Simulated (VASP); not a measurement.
Runs of VASP 6.6.1 on Zn. The structure is that of space group Fm-3m (No. 225), or close to it. The cells are those of the table. 

```tsv
cell	k mesh	gap on the mesh (eV)	pressure (GPa)
a = 2.788 Å, angles 60.0°, 1 atom	16 × 16 × 16	none	-5.3
a = 2.717 Å, angles 60.0°, 1 atom	16 × 16 × 16	none	0.1
a = 2.681 Å, angles 60.0°, 1 atom	16 × 16 × 16	none	4.1
a = 2.643 Å, angles 60.0°, 1 atom	16 × 16 × 16	none	9.2
a = 2.822 Å, angles 60.0°, 1 atom	16 × 16 × 16	none	(b)
a = 2.604 Å, angles 60.0°, 1 atom	16 × 16 × 16	none	15.7
a = 2.717 Å, angles 60.0°, 1 atom	23 × 23 × 23	none	(a)
a = 2.753 Å, angles 60.0°, 1 atom	16 × 16 × 16	none	-3.0
```

Alike in all rows: task single point; level PBEsol; potentials or basis VASP PAW PBE potentials, release 64 (Zn); no spin polarisation; cutoff (eV) 520; smearing fermi-dirac 0.1 eV.

Problem. Estimate the missing entries.

Solution. (a) 0.3; (b) -7.2.

Caveats: the PAW data sets were made with another functional, which shifts forces and pressure a little.

A gap of «none» marks levels without a gap at the run's occupations.
